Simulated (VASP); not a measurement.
# Sc (P6_3/mmc) in VASP: a series of runs, part 2 of 2

VASP 6.6.1. Earlier steps stand in the parts before.

### Step 5. Relaxation of cell and atoms, PBE

This run uses another cell than the first one, of 25.00 Å³/atom, 1.046 times its volume.

Contents of INCAR:

```
  PREC = Accurate
  ENCUT = 600
  EDIFF = 1E-6
  ISMEAR = -1
  SIGMA = 0.05
  LREAL = False
  LASPH = True
  NELM = 60
  ALGO = Normal
  ISIF = 3
  LWAVE = False
  LCHARG = False
  GGA = PE
  IBRION = 2
  NSW = 60
  EDIFFG = -0.01
```

Contents of KPOINTS:

```
regular mesh
0
Gamma
  9 9 5
```

Contents of POSCAR:

```
Sc
1.0
    3.3090000000      0.0000000000      0.0000000000
   -1.6545000000      2.8656780611      0.0000000000
    0.0000000000      0.0000000000      5.2733000000
Sc
2
Direct
    0.6666666667      0.3333333333      0.7500000000
    0.3333333333      0.6666666667      0.2500000000
```

Potentials or basis: VASP PAW PBE potentials, release 64 (Sc_sv).

The run is started by

```
cat potpaw_PBE.64/Sc_sv/POTCAR > POTCAR
mpirun -np 1 vasp_std > vasp.out
```

OUTCAR:

```text
PREC = Accurate
   ENCUT = 600
   EDIFF = 1E-6
   ISMEAR = -1
   LREAL = False
   LASPH = True
   NELM = 60
   ISIF = 3
   GGA = PE
   IBRION = 2
   NSW = 60
   EDIFFG = -0.01

 ion  position               nearest neighbor table
   1  0.667  0.333  0.750-   2 3.26   2 3.26   2 3.26   2 3.26   2 3.26   2 3.26
   2  0.333  0.667  0.250-   1 3.26   1 3.26   1 3.26   1 3.26   1 3.26   1 3.26

  LATTYP: Found a hexagonal cell.
 ALAT       =     3.3090000000
 C/A-ratio  =     1.5936234512

  Lattice vectors:

 A1 = (   3.3090000000,   0.0000000000,   0.0000000000)
 A2 = (  -1.6545000000,   2.8656780611,   0.0000000000)
 A3 = (   0.0000000000,   0.0000000000,   5.2733000000)

Analysis of symmetry for initial positions (statically):
=====================================================================
 Subroutine PRICEL returns:
 Original cell was already a primitive cell.

 Routine SETGRP: Setting up the symmetry group for a
 hexagonal supercell.

 Subroutine GETGRP returns: Found 24 space group operations
 (whereof 12 operations were pure point group operations)
 out of a pool of 24 trial point group operations.

The static configuration has the point symmetry D_3d.
 The point group associated with its full space group is D_6h.

Analysis of symmetry for dynamics (positions and initial velocities):
=====================================================================
 Subroutine PRICEL returns:
 Original cell was already a primitive cell.

 Routine SETGRP: Setting up the symmetry group for a
 hexagonal supercell.

 Subroutine GETGRP returns: Found 24 space group operations
 (whereof 12 operations were pure point group operations)
 out of a pool of 24 trial point group operations.

The dynamic configuration has the point symmetry D_3d.
 The point group associated with its full space group is D_6h.

 Subroutine INISYM returns: Found 24 space group operations
 (whereof 12 operations are pure point group operations),
 and found     1 'primitive' translations

----------------------------------------------------------------------------------------

                                     Primitive cell

  volume of cell :      50.0042

  direct lattice vectors                    reciprocal lattice vectors
     3.309000000  0.000000000  0.000000000     0.302206105  0.174478776  0.000000000
    -1.654500000  2.865678061  0.000000000     0.000000000  0.348957552  0.000000000
     0.000000000  0.000000000  5.273300000     0.000000000  0.000000000  0.189634574

  length of vectors
     3.309000000  3.309000000  5.273300000     0.348957552  0.348957552  0.189634574

  position of ions in fractional coordinates (direct lattice)
     0.666666667  0.333333333  0.750000000
     0.333333333  0.666666667  0.250000000

  ion indices of the primitive-cell ions
   primitive index   ion index
                 1           1
                 2           2

----------------------------------------------------------------------------------------

 KPOINTS: regular mesh

Automatic generation of k-mesh.
 Grid dimensions read from file:
 generate k-points for:    9    9    5

[... 54 lines left out ...]
   PREC   = accura    normal or accurate (medium, high low for compatibility)
   ISTART =      0    job   : 0-new  1-cont  2-samecut
   ICHARG =      2    charge: 1-file 2-atom 10-const
   ISPIN  =      1    spin polarized calculation?
   LNONCOLLINEAR =      F non collinear calculations
   LSORBIT =      F    spin-orbit coupling
   LASPH  =      T    aspherical Exc in radial PAW
   ENCUT  =  600.0 eV  44.10 Ry    6.64 a.u.   6.61  6.61 10.53*2*pi/ulx,y,z
   NELM   =     60;   NELMIN=  2; NELMDL= -5     # of ELM steps
   EDIFF  = 0.1E-05   stopping-criterion for ELM
   LREAL  =      F    real-space projection
   EDIFFG = -.1E-01   stopping-criterion for IOM
   NSW    =     60    number of steps for IOM
   IBRION =      2    ionic relax: 0-MD 1-quasi-New 2-CG
   NFREE  =      1    steps in history (QN), initial steepest desc. (CG)
   ISIF   =      3    stress and relaxation
   ISYM   =      2    0-nonsym 1-usesym 2-fastsym
   POTIM  = 0.5000    time-step for ionic-motion
   TEBEG  =    0.0;   TEEND  =   0.0 temperature during run
   PSTRESS=    0.0 pullay stress
   NELECT =      22.0000    total number of electrons
   NUPDOWN=      -1.0000    fix difference up-down
   EMIN   =  10.00;   EMAX   =-10.00  energy-range for DOS
   EFERMI =   0.00;   METHOD = LEGACY
   ISMEAR =    -1;   SIGMA  =   0.05  broadening in eV -4-tet -1-fermi 0-gaus
   EFERMI_NEDOS =   21; number of points for ismear=-14 and -15
   IALGO  =     38    algorithm
   IMIX   =      4    mixing-type and parameters
     AMIX     =   0.40;   BMIX     =  1.00
     AMIX_MAG =   1.60;   BMIX_MAG =  1.00
  volume/ion in A,a.u.               =      25.00       168.72
  Fermi-wavevector in a.u.,A,eV,Ry     =   1.245127  2.352948 21.093660  1.550340
  Thomas-Fermi vector in A             =   2.379363
   LORBIT       =      0    0 simple, 1 ext, 2 COOP (PROOUT), +10 PAW based schemes
   GGA     = PE    functional components
   LHFCALC =     F    Hartree Fock is set to
   AEXX    =    0.0000 exact exchange contribution
   IVDW    =     0    specifies the selected vdW correction
   LEPSILON=     F    determine dielectric tensor
   LRPA    =     F    only Hartree local field effects (RPA)
 conjugate gradient relaxation of ions
 non-spin polarized calculation
  energy-cutoff  :      600.00
  volume of cell :       50.00
 maximum number of plane-waves:      1713
 NGX is ok and might be reduce to    28
   NGX = 13   NGY = 13   NGZ = 21

--------------------------------------- Ionic step        1  -------------------------------------------

 number of electron      22.0000001 magnetization

 Free energy of the ion-electron system (eV)
  ---------------------------------------------------
  ext. energy  EPLUGINS =         0.00000000
  ---------------------------------------------------
  free energy    TOTEN  =       -12.51053559 eV

  energy without entropy =      -12.47447620  energy(sigma->0) =      -12.49250590

------------------------ aborting loop because EDIFF is reached ----------------------------------------

  FORCE on cell =-STRESS in cart. coord.  units (eV):
  Direction    XX          YY          ZZ          XY          YZ          ZX
  --------------------------------------------------------------------------------------
  -------------------------------------------------------------------------------------
  Total       -0.0330758     -0.0330758     -0.5066329      0.0000000      0.0000000      0.0000000
  in kB       -1.0597774     -1.0597774    -16.2329450      0.0000000      0.0000000      0.0000000
  external PRESSURE =      -6.1175000 kB  Pullay stress =       0.0000000 kB
[... 131 lines left out ...]
--------------------------------------- Ionic step        5  -------------------------------------------

 number of electron      21.9999997 magnetization

 Free energy of the ion-electron system (eV)
  ---------------------------------------------------
  ext. energy  EPLUGINS =         0.00000000
  ---------------------------------------------------
  free energy    TOTEN  =       -12.51504942 eV

  energy without entropy =      -12.47960973  energy(sigma->0) =      -12.49732957

 E-fermi :   3.6677     XC(G=0):  -9.8675

 val. band max:        3.6567752382   @ k =   0.3333   0.1111   0.4000
 cond. band min:       3.6716296842   @ k =   0.4444   0.1111   0.4000
 fundamental gap:      0.0148544460
 Fermi energy:         3.6677198204

 k-point     1 :       0.0000    0.0000    0.0000
  band No.  band energies     occupation
      1     -45.7621      2.00000
      2     -45.6923      2.00000
      3     -24.5887      2.00000
      4     -24.2506      2.00000
      5     -24.2506      2.00000
      6     -24.1851      2.00000
      7     -24.1851      2.00000
      8     -24.1588      2.00000
      9      -1.4595      2.00000
     10       2.0316      2.00000
     11       4.2597      0.00001
     12       5.2526      0.00000
     13       5.2526      0.00000
     14       5.5011      0.00000
[... 401 lines left out ...]
      2     -45.6913      2.00000
      3     -24.4518      2.00000
      4     -24.4483      2.00000
      5     -24.4483      2.00000
      6     -24.3374      2.00000
      7     -24.2826      2.00000
      8     -24.2826      2.00000
      9       3.0857      1.99998
     10       3.0857      1.99998
     11       3.1051      1.99997
     12       3.2257      1.99971
     13       4.4811      0.00000
     14       4.4811      0.00000
     15       5.7646      0.00000

 [... further k-points ...]

------------------------ aborting loop because EDIFF is reached ----------------------------------------

  FORCE on cell =-STRESS in cart. coord.  units (eV):
  Direction    XX          YY          ZZ          XY          YZ          ZX
  --------------------------------------------------------------------------------------
  -------------------------------------------------------------------------------------
  Total        0.0017199      0.0017199     -0.0038858      0.0000000      0.0000000      0.0000000
  in kB        0.0557595      0.0557595     -0.1259763      0.0000000      0.0000000      0.0000000
  external PRESSURE =      -0.0048191 kB  Pullay stress =       0.0000000 kB
[... 17 lines left out ...]
  FREE ENERGIE OF THE ION-ELECTRON SYSTEM (eV)
  ---------------------------------------------------
  free  energy   TOTEN  =       -12.5150494231 eV

  energy  without entropy=      -12.4796097268  energy(sigma->0) =      -12.49732957

 reached required accuracy - stopping structural energy minimisation
```

Wall time 92 s (1 thread of AMD EPYC 7R43 (Zen 3), shared host); peak memory 0.16 GiB.

What came out:

| Quantity | Value |
| --- | --- |
| Free energy | -12.5150 eV |
| Relaxed volume | 24.71 Å³/atom |
| Relaxed cell | a = 3.320 Å, b = 3.320 Å, c = 5.178 Å, α = 90.00°, β = 90.00°, γ = 120.00° |
| Space group after relaxing (to 0.05 Å) | P6_3/mmc (No. 194) |
| Energy gained by relaxing | 2.3 meV/atom |
| Ionic steps | 5 |
| Pressure after relaxing | 0.0 GPa |
| Band gap on the k mesh | zero (band 11 reaches 4.41 eV, above the bottom of band 12 at 3.18 eV) |

The path:
| step | energy change (eV) | largest force (eV/Å) | pressure (GPa) | volume (Å³) |
| --- | --- | --- | --- | --- |
| 1 | 0.0000 | 0.0000 | -0.61 | 50.00 |
| 2 | -0.0037 | 0.0000 | 0.13 | 49.31 |
| 3 | -0.0039 | 0.0000 | 0.30 | 49.16 |
| 4 | -0.0045 | 0.0000 | 0.04 | 49.38 |
| 5 | -0.0045 | 0.0000 | 0.00 | 49.42 |

Final structure:
```
Sc
1.0
     3.31972    0.00000    0.00000
    -1.65986    2.87496    0.00000
     0.00000    0.00000    5.17808
Sc
2
Direct
  0.66667 0.33333 0.75000
  0.33333 0.66667 0.25000
```

### Step 6. Relaxation of cell and atoms, PBE+D3(BJ)

This run uses another cell than the first one, of 25.00 Å³/atom, 1.046 times its volume.

Contents of INCAR:

```
SYSTEM = Sc
PREC = Accurate
ENCUT = 600
EDIFF = 1E-7
ISMEAR = -1
SIGMA = 0.05
LREAL = .False.
LASPH = .True.
NELM = 100
ALGO = Fast
ISIF = 3
LWAVE = .False.
LCHARG = .False.
GGA = PE
IVDW = 12
IBRION = 2
NSW = 60
EDIFFG = -0.01
```

Contents of KPOINTS:

```
regular mesh
0
Gamma
  9 9 5
  0 0 0
```

POSCAR is that of step 5.

Potentials or basis: VASP PAW PBE potentials, release 64 (Sc_sv).

The run is started by

```
cat potpaw_PBE.64/Sc_sv/POTCAR > POTCAR
mpirun -np 1 vasp_std > vasp.out
```

Wall time 2.4 min (1 thread of AMD EPYC 7R43 (Zen 3), shared host); peak memory 0.17 GiB.

It converged, with:

```yaml
Free_energy: -13.3088 eV
Relaxed_volume: 23.53 Å³/atom
Relaxed_cell: a = 3.269 Å, b = 3.269 Å, c = 5.086 Å, α = 90.00°, β = 90.00°, γ = 120.00°
Space_group_after_relaxing_to_0.05_Å: P6_3/mmc (No. 194)
Energy_gained_by_relaxing: 16.8 meV/atom
Ionic_steps: 5
Pressure_after_relaxing: 0.0 GPa
Band_gap_on_the_k_mesh: zero (band 11 reaches 4.74 eV, above the bottom of band 12 at 3.40 eV)
Dispersion_energy_per_atom: -0.407 eV
```

The path:
```
step  energy change (eV)  largest force (eV/Å)  pressure (GPa)  volume (Å³)
   1              0.0000                0.0000           -3.11        50.00
   2             -0.0314                0.0000            0.65        46.57
   3             -0.0321                0.0000            0.12        46.99
   4             -0.0333                0.0000            0.05        47.03
   5             -0.0336                0.0000            0.00        47.06
```

Final structure:
```yaml
crystal:
  lattice:
    - [3.26867, 0.00000, 0.00000]
    - [-1.63434, 2.83075, 0.00000]
    - [0.00000, 0.00000, 5.08599]
  atoms:
    - { symbol: Sc, position: [0.66667, 0.33333, 0.75000] }
    - { symbol: Sc, position: [0.33333, 0.66667, 0.25000] }
```

Levels at points of the mesh, in eV from the Fermi level:
| k point | band 8 | band 9 | band 10 | band 11 | band 12 | band 13 | band 14 | band 15 |
| --- | --- | --- | --- | --- | --- | --- | --- | --- |
| (0.00, 0.00, 0.00) | -27.67 | -5.22 | -1.70 | 0.72 | 1.64 | 1.64 | 1.92 | 2.12 |

Caveat: pairwise dispersion overbinds metals, which lowers pressure and volume.

### Step 7. Overview

| task | level | cell | cutoff (eV) | gap on the mesh (eV) | pressure (GPa) | relaxed volume (Å³/atom) |
| --- | --- | --- | --- | --- | --- | --- |
| single point | PBE+D4 | a = 3.285, b = 3.285, c = 5.115 Å, angles 90.0, 90.0, 120.0°, 2 atoms | 520 | none | 0.0 | - |
| single point | PBE | a = 3.319, b = 3.319, c = 5.173 Å, angles 90.0, 90.0, 120.0°, 2 atoms | 520 | none | 0.0 | - |
| single point | PBE+D3(BJ) | a = 3.309, b = 3.309, c = 5.273 Å, angles 90.0, 90.0, 120.0°, 2 atoms | 520 | none | -3.1 | - |
| relaxation of cell and atoms | PBE | relaxed from a = 3.309, b = 3.309, c = 5.273 Å, angles 90.0, 90.0, 120.0°, 2 atoms | 600 | none | 0.0 | 24.71 |
| relaxation of cell and atoms | PBE+D3(BJ) | relaxed from a = 3.309, b = 3.309, c = 5.273 Å, angles 90.0, 90.0, 120.0°, 2 atoms | 600 | none | 0.0 | 23.53 |

Alike in all rows: potentials or basis VASP PAW PBE potentials, release 64 (Sc_sv); no spin polarisation; k mesh 9 × 9 × 5; smearing fermi-dirac 0.05 eV.

Caveats: pairwise dispersion overbinds metals, which lowers pressure and volume (some runs); three body term missing (some runs).

Total energies depend on the potentials used, so only differences within one code and one set of settings carry meaning.
